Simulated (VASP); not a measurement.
Write the native input for VASP 6.6.1 that does the following.

* Task: single point
* Functional: PBE
* Potentials or basis: VASP PAW PBE potentials, release 64 (Eu, Sb)
* Cutoff: 520 eV
* k mesh: 10 × 10 × 10
* Occupations: gaussian, width 0.05 eV
* Spin: collinear spin, ferromagnetic start
* Starting moments: [7.37, 0.0] μB
* Dipole correction: no
* Further INCAR settings: ALGO = Normal; EDIFF = 1e-07; NBANDS = 22

The structure of EuSb lies in POSCAR:

```
EuSb
1.0
    3.8142439992      0.0000000000      0.0000000000
    0.0000000000      3.8142439992      0.0000000000
    0.0000000000      0.0000000000      3.8142439992
Eu Sb
1 1
Direct
    0.0000000000      0.0000000000      0.0000000000
    0.5000000000      0.5000000000      0.5000000000
```

The input as run:

INCAR

```
PREC = Accurate
ENCUT = 520
EDIFF = 1E-7
ISMEAR = 0
SIGMA = 0.05
LREAL = False
LASPH = True
NELM = 150
ALGO = Normal
ISIF = 2
LWAVE = False
LCHARG = False
ISPIN = 2
MAGMOM = 7.37 0
LORBIT = 11
LMAXMIX = 6
GGA = PE
NBANDS = 22
```

KPOINTS

```
Automatic mesh
0
Gamma
  10 10 10
```

Potentials or basis: VASP PAW PBE potentials, release 64 (Eu, Sb).

Command:

```bash
$ cat potpaw_PBE.64/Eu/POTCAR potpaw_PBE.64/Sb/POTCAR > POTCAR
$ mpirun -np 1 vasp_std > vasp.out
```

Results of the run:

```
Pressure                                              : 4.5 GPa
Net moment                                            : 6.77 μB per cell
Site moments                                          : Eu +6.50; Sb -0.07 μB
Valence electrons inside the program's atomic spheres : Eu 14.76; Sb 2.50
```

Caveat: the cell stands under pressure; a cell with one magnetic atom can't hold antiferromagnetic order, which such compounds often take.

Run time: 2.4 min on 1 thread of AMD EPYC 7R43 64-Core Processor (Zen 3), with other jobs on the host, peak memory 0.24 GiB.
